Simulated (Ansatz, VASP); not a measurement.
## One calculation of Al2P, two programs

File INCAR:

```
SYSTEM = Al2P
ALGO = Normal
EDIFF = 1E-6
EDIFFG = -0.04
ENCUT = 600
GGA = PE
IBRION = 2
ISIF = 3
ISMEAR = 0
LASPH = .True.
LCHARG = .False.
LREAL = .False.
LWAVE = .False.
NELM = 100
NSW = 90
PREC = Accurate
SIGMA = 0.1
```

The input KPOINTS:

```
k-points
0
Gamma
  4 4 6
  0 0 0
```

Contents of POSCAR:

```
Al2P
1.0
    6.5051917400      0.0000000000      0.0000000000
    0.0000000000      6.5051917400      0.0000000000
    0.0000000000      0.0000000000      3.2310214300
Al P
4 2
Direct
    0.2790684700      0.2790684700      0.0000000000
    0.7209315300      0.7209315300      0.0000000000
    0.7790684700      0.2209315300      0.5000000000
    0.2209315300      0.7790684700      0.5000000000
    0.0000000000      0.0000000000      0.0000000000
    0.5000000000      0.5000000000      0.5000000000
```

Input for Ansatz:

```yaml
crystal:
  lattice:
    - [6.50519174, 0.0, 0.0]
    - [0.0, 6.50519174, 0.0]
    - [0.0, 0.0, 3.23102143]
  atoms:
    - { symbol: Al, position: [0.27906847, 0.27906847, 0.0] }
    - { symbol: Al, position: [0.72093153, 0.72093153, 0.0] }
    - { symbol: Al, position: [0.77906847, 0.22093153, 0.5] }
    - { symbol: Al, position: [0.22093153, 0.77906847, 0.5] }
    - { symbol: P, position: [0.0, 0.0, 0.0] }
    - { symbol: P, position: [0.5, 0.5, 0.5] }
basis:
  ecutwfc: 420
kpoints:
  mp_grid: { grid: [4, 4, 6] }
hamiltonian:
  xc: pbe
scf:
  occupations: { method: gaussian, width: 0.1 }
  lower_state_search: "off"
output:
  forces: true
  stress: true
  eigenvalues: true
relax:
  adjacent_minimum: "off"
  f_tol: 0.04
  max_steps: 70
  cell: { stress_tol: 0.4 }
```

Change from the starting cell: species swapped into the PmCl2 type (P4_2/mnm, No. 136).

Alike in both runs: task relaxation of cell and atoms; functional PBE; k mesh 4 × 4 × 6; occupations gaussian, width 0.1 eV; no spin polarisation.

|  | VASP | Ansatz |
| --- | --- | --- |
| version | VASP 6.6.1 | Ansatz 0.2.0 |
| potentials or method | VASP PAW PBE potentials, release 64 (Al, P), cutoff 600 eV | scalar-relativistic, plane waves, PAW |
| valence electrons in the cell | 22 | 22 |

Ansatz gave:

| Item | Value |
| --- | --- |
| gap on the k mesh at the Fermi level, each at its own relaxed structure (eV) | none |
| relaxed volume (Å³/atom) | 19.92 |
| relaxed cell length with the largest relative difference (Å) | 3.080 |

Problem. What did VASP give for the same quantities?

Solution. gap on the k mesh at the Fermi level, each at its own relaxed structure (eV): none; relaxed volume (Å³/atom): 20.38; relaxed cell length with the largest relative difference (Å): 3.533.

A gap of «none» marks a metal or a gap that the smearing closes. One of these differences is far larger than is usual between the two programs; its cause wasn't traced.
